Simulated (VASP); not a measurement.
Wanted: the native input for a VASP 6.6.1 run.

```yaml
Task: single point
Functional: PBEsol
Potentials_or_basis: VASP PAW PBE potentials, release 64 (Mg, O)
Cutoff: 520 eV
k_mesh: 3 × 3 × 3
Occupations: gaussian, width 0.01 eV
Spin: no spin polarisation
Dipole_correction: no
Further_INCAR_settings: ALGO = Normal; EDIFF = 1e-06; NBANDS = 11
```

The structure of MgO lies in POSCAR:

```
MgO
1.0
    0.0000000000      2.1021674158      2.1021674158
    2.1021674158      0.0000000000      2.1021674158
    2.1021674158      2.1021674158      0.0000000000
Mg O
1 1
Direct
    0.0000000000      0.0000000000      0.0000000000
    0.5000000000      0.5000000000      0.5000000000
```

One way to write it, as run:

INCAR

```
SYSTEM = MgO
  ALGO = Normal
  EDIFF = 1E-6
  ENCUT = 520
  GGA = PS
  ISIF = 2
  ISMEAR = 0
  LASPH = .TRUE.
  LCHARG = .FALSE.
  LREAL = .FALSE.
  LWAVE = .FALSE.
  NBANDS = 11
  NELM = 60
  PREC = Accurate
  SIGMA = 0.01
```

KPOINTS

```
k-points
0
G
  3 3 3
  0 0 0
```

Potentials or basis: VASP PAW PBE potentials, release 64 (Mg, O).

Command:

```bash
$ cat potpaw_PBE.64/Mg/POTCAR potpaw_PBE.64/O/POTCAR > POTCAR
$ mpirun -np 1 vasp_std > vasp.out
```

It gave:

| Property | Result |
| --- | --- |
| Pressure | 1.1 GPa |
| Band gap on the k mesh | 4.64 eV, direct |

Caveat: the k points lie up to 0.86 Å⁻¹ apart; the PAW data sets were made with another functional, which shifts forces and pressure a little.

It took 2.3 s on 1 thread of Intel(R) Xeon(R) Platinum 8488C (Sapphire Rapids) (shared host), peak memory 0.13 GiB.
